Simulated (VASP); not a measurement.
**Ge: single point with PBE+D3(BJ)**

System: Ge, a slab with vacuum.

```xyz
4
Lattice="4.0227 0.0000 0.0000 -2.0113 3.4838 0.0000 0.0000 0.0000 18.8685" Properties=species:S:1:pos:R:3 pbc="T T T"
Ge    0.0000    2.3225    5.1843
Ge    2.0113    1.1613    4.5000
Ge    1.3409    1.5483    9.8885
Ge    3.3522    0.3871    9.2043
```

This cell differs from its parent crystal: layers slid over each other.

- Program: VASP 6.6.1
- Task: single point
- Functional: PBE
- Dispersion: D3(BJ)
- Potentials or basis: VASP PAW PBE potentials, release 64 (Ge_d)
- Cutoff: 520 eV
- k mesh: 9 × 9 × 1
- Occupations: gaussian, width 0.1 eV
- Spin: no spin polarisation
- Dipole correction: yes
- Further INCAR settings: ALGO = Normal; EDIFF = 1e-06; NBANDS = 36

```
Largest force              : 0.124 eV/Å
Band gap on the k mesh     : 0.37 eV
Dispersion energy per atom : -0.196 eV
```

Forces on the atoms (eV/Å):
```
Ge   0.010 -0.006  0.123
Ge  -0.006  0.004  0.026
Ge   0.006 -0.004 -0.026
Ge  -0.010  0.006 -0.123
```

Levels at points of the mesh, in eV from the valence-band top:
| k point | band 26 | band 27 | band 28 | band 29 | band 30 | band 31 |
| --- | --- | --- | --- | --- | --- | --- |
| (0.00, 0.00, 0.00) | -0.26 | -0.24 | -0.24 | 0.69 | 0.85 | 2.18 |

Wall time 6.8 min on 1 thread of Intel Xeon 8259CL, with other jobs on the host, peak memory 0.45 GiB.

Caveat: the cell differs from its parent crystal (layers slid over each other).
